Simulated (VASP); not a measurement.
Crystal: Si.

```xyz
5
Lattice="3.8419 2.2181 1.9360 -3.8419 2.2181 1.9360 0.0000 -4.4363 1.9360" Properties=species:S:1:pos:R:3 pbc="T T T"
Si    0.0000    0.0000    1.1844
Si    0.0000    0.0000    4.6235
Si    0.4835    2.2181    1.9360
Si   -2.1627   -0.6903    1.9360
Si    1.6792   -1.5278    1.9360
```

Base run:

- Program: VASP 6.6.1
- Functional: PBEsol
- Potentials or basis: VASP PAW PBE potentials, release 64 (Si)
- Cutoff: 500 eV
- k mesh: 12 × 12 × 12
- Occupations: gaussian, width 0.01 eV
- Spin: no spin polarisation

Its results: band gap on the k mesh 0.11 eV (least direct gap 0.98 eV); pressure -1.8 GPa; largest force 0.013 eV/Å.

Q: The run is repeated on the same cell with these changes: functional from PBEsol to PBE; cutoff from 500 eV to 520 eV. What comes out?

A: Band gap on the k mesh 0.19 eV (least direct gap 1.01 eV); pressure -0.1 GPa; largest force 0.006 eV/Å.

PBE binds less tightly than PBEsol, so the same cell stands under more pressure.

Caveats: semilocal functionals underestimate gaps, and a narrow one can read as zero; the PAW data sets were made with another functional, which shifts forces and pressure a little (at least some runs).

A k mesh can miss the band edges.
